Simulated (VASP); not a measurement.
Here is a VASP 6.6.1 calculation.

File INCAR:

```
SYSTEM = AlN
PREC = Accurate
ENCUT = 520
EDIFF = 1E-6
ISMEAR = -1
SIGMA = 0.02
LREAL = .False.
LASPH = .True.
NELM = 80
ALGO = Normal
ISIF = 2
LWAVE = .False.
LCHARG = .True.
GGA = PE
LELF = .True.
LVHAR = .True.
NBANDS = 11
```

KPOINTS

```
Automatic mesh
0
Gamma
  10 10 10
  0 0 0
```

POSCAR

```
AlN
1.0
   -0.0593400000      1.9483300000      1.9483300000
    1.9483300000     -0.0593400000      1.9483300000
    1.9483300000      1.9483300000     -0.0593400000
Al N
1 1
Direct
    0.0000000000      0.0000000000      0.0000000000
    0.5000000000      0.5000000000      0.5000000000
```

Potentials or basis: VASP PAW PBE potentials, release 64 (Al, N).

Run with:

```sh
$ cat potpaw_PBE.64/Al/POTCAR potpaw_PBE.64/N/POTCAR > POTCAR
$ mpirun -np 1 vasp_std > vasp.out
```

Q: Estimate the pressure.

A: 25.6 GPa.

Q: Estimate the band gap on the k mesh.

A: 4.29 eV, indirect (least direct gap 6.14 eV).

Stress tensor (GPa, compression positive):
```
25.62  9.86  9.86
 9.86 25.62  9.86
 9.86  9.86 25.62
```

Caveat: the cell differs from its parent crystal (equal xy, yz and zx shear strains of -3 %). A k mesh can miss the band edges.
